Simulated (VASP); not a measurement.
Set up this calculation in VASP 6.6.1, as the native input.

- Task: relaxation of cell and atoms
- Functional: PBE
- Potentials or basis: VASP PAW PBE potentials, release 64 (As)
- Cutoff: 500 eV
- k mesh: 6 × 6 × 6
- Occupations: gaussian, width 0.1 eV
- Spin: no spin polarisation
- Dipole correction: no
- Further INCAR settings: ALGO = Normal; EDIFF = 1e-07; IBRION = 2; EDIFFG = -0.04; NSW = 90; ISIF = 3

The structure of As lies in POSCAR:

```
As
1.0
    0.0000000000      2.6829602200      3.4261282000
    2.4054316100      0.0000000000      3.4261282000
    2.4054316100      2.6829602200      0.0000000000
As
2
Direct
    0.0000000000      0.0000000000      0.0000000000
    0.2500000000      0.2500000000      0.2500000000
```

The cell was built from a structure type or drawn by symmetry, and may not be a known phase.

These files were run (other wordings do the same):

INCAR

```
PREC = Accurate ; ENCUT = 500
EDIFF = 1E-7 ; ISMEAR = 0
SIGMA = 0.1 ; LREAL = F
LASPH = T ; NELM = 120
ALGO = Normal ; ISIF = 3
LWAVE = F ; LCHARG = F
GGA = PE ; IBRION = 2
NSW = 90 ; EDIFFG = -0.04
GGA_COMPAT = F ; NELMIN = 4
```

KPOINTS

```
regular mesh
0
Gamma
  6 6 6
```

Potentials or basis: VASP PAW PBE potentials, release 64 (As).

Run with:

```bash
$ cat potpaw_PBE.64/As/POTCAR > POTCAR
$ mpirun -np 1 vasp_std > vasp.out
```

Results of the run:

| Property | Result |
| --- | --- |
| Relaxed volume | 25.18 Å³/atom |
| Relaxed cell | a = 4.636 Å, b = 4.235 Å, c = 3.845 Å, α = 69.84°, β = 59.04°, γ = 51.12° |
| Space group after relaxing (to 0.1 Å) | Fddd (No. 70) |
| Energy gained by relaxing | 114.4 meV/atom |
| Ionic steps | 10 |
| Pressure after relaxing | 0.0 GPa |
| Band gap on the k mesh | zero (bands 5 and 6 overlap by 3.58 eV) |

It took 3.4 min on 1 thread of Intel Xeon 8259CL, with other jobs on the host, peak memory 0.15 GiB.
